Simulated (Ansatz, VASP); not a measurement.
One calculation of TiO, two programs

The input INCAR:

```
SYSTEM = TiO
ALGO = Normal ; EDIFF = 1E-6
EDIFFG = -0.005 ; ENCUT = 600
GGA = PS ; IBRION = 2
ISIF = 3 ; ISMEAR = 0
LASPH = .TRUE. ; LCHARG = .FALSE.
LREAL = .FALSE. ; LWAVE = .FALSE.
NELM = 80 ; NSW = 100
PREC = Accurate ; SIGMA = 0.1
```

Contents of KPOINTS:

```
k-points
0
G
  18 18 16
  0 0 0
```

POSCAR

```
TiO
1.0
    2.7870572578      0.0000000000      0.0000000000
   -1.3935286289      2.4136623871      0.0000000000
    0.0000000000      0.0000000000      2.7975367065
Ti O
1 1
Direct
    0.6666666667      0.3333333333      0.0000000000
    0.0000000000      0.0000000000      0.5000000000
```

Input for Ansatz:

```yaml
crystal:
  lattice:
    - [2.7870572578, 0.0, 0.0]
    - [-1.3935286289, 2.4136623871, 0.0]
    - [0.0, 0.0, 2.7975367065]
  atoms:
    - { symbol: Ti, position: [0.6666666667, 0.3333333333, 0.0] }
    - { symbol: O, position: [0.0, 0.0, 0.5] }
basis:
  ecutwfc: 420
kpoints:
  mp_grid: { grid: [18, 18, 16] }
hamiltonian:
  xc: pbesol
scf:
  occupations: { method: gaussian, width: 0.1 }
output:
  forces: true
  stress: true
  eigenvalues: true
relax:
  adjacent_minimum: "off"
  f_tol: 0.005
  max_steps: 80
  cell: { stress_tol: 0.05 }
```

Alike in both runs: task relaxation of cell and atoms; functional PBEsol; k mesh 18 × 18 × 16; occupations gaussian, width 0.1 eV; no spin polarisation.

```csv
,VASP,Ansatz
version,VASP 6.6.1,Ansatz 0.2.0
potentials or method,"VASP PAW PBE potentials, release 64 (Ti_sv, O), cutoff 600 eV","scalar-relativistic, plane waves, PAW"
valence electrons in the cell,18,18
```

|  | VASP | Ansatz | Ansatz less VASP |
| --- | --- | --- | --- |
| gap on the k mesh at the Fermi level, each at its own relaxed structure (eV) | none | none | - |
| relaxed volume (Å³/atom) | 9.43 | 9.41 | -0.020 |
| relaxed cell length with the largest relative difference (Å) | 2.796 | 2.794 | -0.0024 |

VASP's potentials were made for PBE, not for PBEsol. A gap of «none» marks a metal or a gap that the smearing closes.
